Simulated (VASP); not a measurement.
# ScAl3 (Pm-3m) in VASP: further runs, part 2 of 2

VASP 6.6.1. The steps go on from the part before.

### 6 Single point, PBE (17.82 Å³/atom)

This run uses another cell than the first one, of 17.82 Å³/atom.

File INCAR:

```
SYSTEM = ScAl3
ALGO = Fast ; EDIFF = 1E-6
ENCUT = 520 ; GGA = PE
ISIF = 2 ; ISMEAR = 0
LASPH = .True. ; LCHARG = .True.
LELF = .True. ; LREAL = .False.
LVHAR = .True. ; LWAVE = .False.
NBANDS = 18 ; NELM = 100
PREC = Accurate ; SIGMA = 0.1
```

File KPOINTS:

```
k-points
0
Gamma
  10 10 10
  0 0 0
```

File POSCAR:

```
ScAl3
1.0
    4.1459800768      0.0000000000      0.0000000000
    0.0000000000      4.1459800768      0.0000000000
    0.0000000000      0.0000000000      4.1459800768
Sc Al
1 3
Direct
    0.0000000000      0.0000000000      0.0000000000
    0.5000000000      0.0000000000      0.5000000000
    0.0000000000      0.5000000000      0.5000000000
    0.5000000000      0.5000000000      0.0000000000
```

Potentials or basis: VASP PAW PBE potentials, release 64 (Sc_sv, Al).

On the command line:

```console
$ cat potpaw_PBE.64/Sc_sv/POTCAR potpaw_PBE.64/Al/POTCAR > POTCAR
$ mpirun -np 1 vasp_std > vasp.out
```

OUTCAR:

```text
SYSTEM = ScAl3
   EDIFF = 1E-6
   ENCUT = 520
   GGA = PE
   ISIF = 2
   ISMEAR = 0
   LASPH = .True.
   LREAL = .False.
   NELM = 100
   PREC = Accurate

 ion  position               nearest neighbor table
   1  0.000  0.000  0.000-   2 2.93   3 2.93   4 2.93   2 2.93   3 2.93   3 2.93   4 2.93   3 2.93
                             2 2.93   4 2.93   2 2.93   4 2.93
   2  0.500  0.000  0.500-   1 2.93   3 2.93   4 2.93   1 2.93   4 2.93   3 2.93   4 2.93   4 2.93
                             1 2.93   3 2.93   1 2.93   3 2.93
   3  0.000  0.500  0.500-   1 2.93   2 2.93   4 2.93   1 2.93   4 2.93   1 2.93   2 2.93   1 2.93
                             2 2.93   4 2.93   4 2.93   2 2.93
   4  0.500  0.500  0.000-   1 2.93   2 2.93   3 2.93   2 2.93   3 2.93   1 2.93   2 2.93   2 2.93
                             1 2.93   3 2.93   3 2.93   1 2.93

  LATTYP: Found a simple cubic cell.
 ALAT       =     4.1459800768

  Lattice vectors:

 A1 = (   4.1459800768,   0.0000000000,   0.0000000000)
 A2 = (   0.0000000000,   4.1459800768,   0.0000000000)
 A3 = (   0.0000000000,   0.0000000000,   4.1459800768)

Analysis of symmetry for initial positions (statically):
=====================================================================
 Subroutine PRICEL returns:
 Original cell was already a primitive cell.

 Routine SETGRP: Setting up the symmetry group for a
 simple cubic supercell.

 Subroutine GETGRP returns: Found 48 space group operations
 (whereof 48 operations were pure point group operations)
 out of a pool of 48 trial point group operations.

The static configuration has the point symmetry O_h .

Analysis of symmetry for dynamics (positions and initial velocities):
=====================================================================
 Subroutine PRICEL returns:
 Original cell was already a primitive cell.

 Routine SETGRP: Setting up the symmetry group for a
 simple cubic supercell.

 Subroutine GETGRP returns: Found 48 space group operations
 (whereof 48 operations were pure point group operations)
 out of a pool of 48 trial point group operations.

The dynamic configuration has the point symmetry O_h .

 Subroutine INISYM returns: Found 48 space group operations
 (whereof 48 operations are pure point group operations),
 and found     1 'primitive' translations

----------------------------------------------------------------------------------------

                                     Primitive cell

  volume of cell :      71.2659

  direct lattice vectors                    reciprocal lattice vectors
     4.145980077  0.000000000  0.000000000     0.241197493  0.000000000  0.000000000
     0.000000000  4.145980077  0.000000000     0.000000000  0.241197493  0.000000000
     0.000000000  0.000000000  4.145980077     0.000000000  0.000000000  0.241197493

  length of vectors
     4.145980077  4.145980077  4.145980077     0.241197493  0.241197493  0.241197493

  position of ions in fractional coordinates (direct lattice)
     0.000000000  0.000000000  0.000000000
     0.500000000  0.000000000  0.500000000
     0.000000000  0.500000000  0.500000000
     0.500000000  0.500000000  0.000000000

  ion indices of the primitive-cell ions
   primitive index   ion index
                 1           1
                 2           2
                 3           3
                 4           4

[... 26 lines left out ...]
 Following reciprocal coordinates:
            Coordinates               Weight
  0.000000  0.000000  0.000000      1.000000
  0.100000  0.000000  0.000000      6.000000
  0.200000  0.000000  0.000000      6.000000
  0.300000  0.000000  0.000000      6.000000
  0.400000  0.000000  0.000000      6.000000
  0.500000  0.000000  0.000000      3.000000
[... 16 lines left out ...]
  0.200000  0.100000  0.100000     24.000000
  0.300000  0.100000  0.100000     24.000000
 [... further k-points ...]
   k-points           NKPTS =     56   k-points in BZ     NKDIM =     56   number of bands    NBANDS=     18
   number of dos      NEDOS =    301   number of ions     NIONS =      4
   total plane-waves  NPLWV =  32768
   dimension x,y,z NGX =    32 NGY =   32 NGZ =   32
   dimension x,y,z NGXF=    64 NGYF=   64 NGZF=   64
   ions per type =               1   3
   NGX,Y,Z   is equivalent  to a cutoff of  12.83, 12.83, 12.83 a.u.
   NGXF,Y,Z  is equivalent  to a cutoff of  25.66, 25.66, 25.66 a.u.
 SYSTEM =  ScAl3
   PREC   = accura    normal or accurate (medium, high low for compatibility)
   ISTART =      0    job   : 0-new  1-cont  2-samecut
   ICHARG =      2    charge: 1-file 2-atom 10-const
   ISPIN  =      1    spin polarized calculation?
   LNONCOLLINEAR =      F non collinear calculations
   LSORBIT =      F    spin-orbit coupling
   LASPH  =      T    aspherical Exc in radial PAW
   ENCUT  =  520.0 eV  38.22 Ry    6.18 a.u.   7.71  7.71  7.71*2*pi/ulx,y,z
   NELM   =    100;   NELMIN=  2; NELMDL= -5     # of ELM steps
   EDIFF  = 0.1E-05   stopping-criterion for ELM
   LREAL  =      F    real-space projection
   EDIFFG = 0.1E-04   stopping-criterion for IOM
   NSW    =      0    number of steps for IOM
   IBRION =     -1    ionic relax: 0-MD 1-quasi-New 2-CG
   NFREE  =      0    steps in history (QN), initial steepest desc. (CG)
   ISIF   =      2    stress and relaxation
   ISYM   =      2    0-nonsym 1-usesym 2-fastsym
   POTIM  = 0.5000    time-step for ionic-motion
   TEBEG  =    0.0;   TEEND  =   0.0 temperature during run
   PSTRESS=    0.0 pullay stress
   NELECT =      20.0000    total number of electrons
   NUPDOWN=      -1.0000    fix difference up-down
   EMIN   =  10.00;   EMAX   =-10.00  energy-range for DOS
   EFERMI =   0.00;   METHOD = LEGACY
   ISMEAR =     0;   SIGMA  =   0.10  broadening in eV -4-tet -1-fermi 0-gaus
   EFERMI_NEDOS =   21; number of points for ismear=-14 and -15
   IALGO  =     68    algorithm
   IMIX   =      4    mixing-type and parameters
     AMIX     =   0.40;   BMIX     =  1.00
     AMIX_MAG =   1.60;   BMIX_MAG =  1.00
  volume/ion in A,a.u.               =      17.82       120.23
  Fermi-wavevector in a.u.,A,eV,Ry     =   1.071826  2.025457 15.630522  1.148811
  Thomas-Fermi vector in A             =   2.207578
   LORBIT       =      0    0 simple, 1 ext, 2 COOP (PROOUT), +10 PAW based schemes
   GGA     = PE    functional components
   LHFCALC =     F    Hartree Fock is set to
   AEXX    =    0.0000 exact exchange contribution
   IVDW    =     0    specifies the selected vdW correction
   LEPSILON=     F    determine dielectric tensor
   LRPA    =     F    only Hartree local field effects (RPA)
 non-spin polarized calculation
 RMM-DIIS sequential band-by-band and
 Gauss-broadening in eV      SIGMA  =   0.10
  energy-cutoff  :      520.00
  volume of cell :       71.27
 maximum number of plane-waves:      1938
 NGX is ok and might be reduce to    32
   NGX = 15   NGY = 15   NGZ = 15

 number of electron      19.9999993 magnetization

 Free energy of the ion-electron system (eV)
  ---------------------------------------------------
  ext. energy  EPLUGINS =         0.00000000
  ---------------------------------------------------
  free energy    TOTEN  =       -19.28530923 eV

  energy without entropy =      -19.27810944  energy(sigma->0) =      -19.28170934

 E-fermi :   6.9097     XC(G=0): -10.2537

 val. band max:        6.8634825263   @ k =   0.2000   0.2000   0.1000
 cond. band min:       6.9280691151   @ k =   0.4000   0.1000   0.1000
 fundamental gap:      0.0645865888
 Fermi energy:         6.9097340997

 k-point     1 :       0.0000    0.0000    0.0000
  band No.  band energies     occupation
      1     -42.2177      2.00000
      2     -20.9060      2.00000
      3     -20.9060      2.00000
      4     -20.9060      2.00000
      5      -2.9137      2.00000
      6       4.3231      2.00000
[... 481 lines left out ...]
      5      -1.9597      2.00000
      6       1.4540      2.00000
[... 10 lines left out ...]
     17      11.5181      0.00000
     18      12.2572      0.00000

 [... further k-points ...]
[... 5 lines left out ...]
  --------------------------------------------------------------------------------------
  -------------------------------------------------------------------------------------
  Total       -1.1011697     -1.1011697     -1.1011697      0.0000000      0.0000000      0.0000000
  in kB      -24.7561562    -24.7561562    -24.7561562      0.0000000      0.0000000      0.0000000
  external PRESSURE =     -24.7561562 kB  Pullay stress =       0.0000000 kB

 VOLUME and BASIS-vectors are now :
 -----------------------------------------------------------------------------
  energy-cutoff  :      520.00
  volume of cell :       71.27
      direct lattice vectors                 reciprocal lattice vectors
     4.145980077  0.000000000  0.000000000     0.241197493  0.000000000  0.000000000
     0.000000000  4.145980077  0.000000000     0.000000000  0.241197493  0.000000000
     0.000000000  0.000000000  4.145980077     0.000000000  0.000000000  0.241197493

 POSITION                                       TOTAL-FORCE (eV/Angst)
 -----------------------------------------------------------------------------------
      0.00000      0.00000      0.00000         0.000000      0.000000      0.000000
      2.07299      0.00000      2.07299         0.000000      0.000000      0.000000
      0.00000      2.07299      2.07299         0.000000      0.000000      0.000000
      2.07299      2.07299      0.00000         0.000000      0.000000      0.000000
 -----------------------------------------------------------------------------------
    total drift:                                0.000000      0.000000      0.000000

  FREE ENERGIE OF THE ION-ELECTRON SYSTEM (eV)
  ---------------------------------------------------
  free  energy   TOTEN  =       -19.2853092322 eV

  energy  without entropy=      -19.2781094432  energy(sigma->0) =      -19.28170934
```

It took 46 s on 1 thread of Intel Xeon Platinum 8259CL at 2.50GHz (Skylake/Cascade Lake), shared host; peak memory 0.22 GiB.

Results:

| Quantity | Value |
| --- | --- |
| Free energy | -19.2853 eV |
| Pressure | -2.5 GPa |
| Band gap on the k mesh | zero (bands 10 and 11 overlap by 3.70 eV) |

### 7 Summary

| cell | gap on the mesh (eV) | pressure (GPa) |
| --- | --- | --- |
| a = 3.934 Å, 4 atoms | none | 14.4 |
| a = 3.978 Å, 4 atoms | none | 10.0 |
| a = 4.022 Å, 4 atoms | none | 6.1 |
| a = 4.064 Å, 4 atoms | none | 2.8 |
| a = 4.146 Å, 4 atoms | none | -2.5 |

Alike in all rows: task single point; level PBE; potentials or basis VASP PAW PBE potentials, release 64 (Sc_sv, Al); no spin polarisation; k mesh 10 × 10 × 10; cutoff (eV) 520; smearing gaussian 0.1 eV.

Caveats: the cell stands under pressure (at least some runs).

Absolute energies hang on the potentials; compare differences alone.

The gap in the log of VASP goes by the Fermi energy; the results here count the filled bands.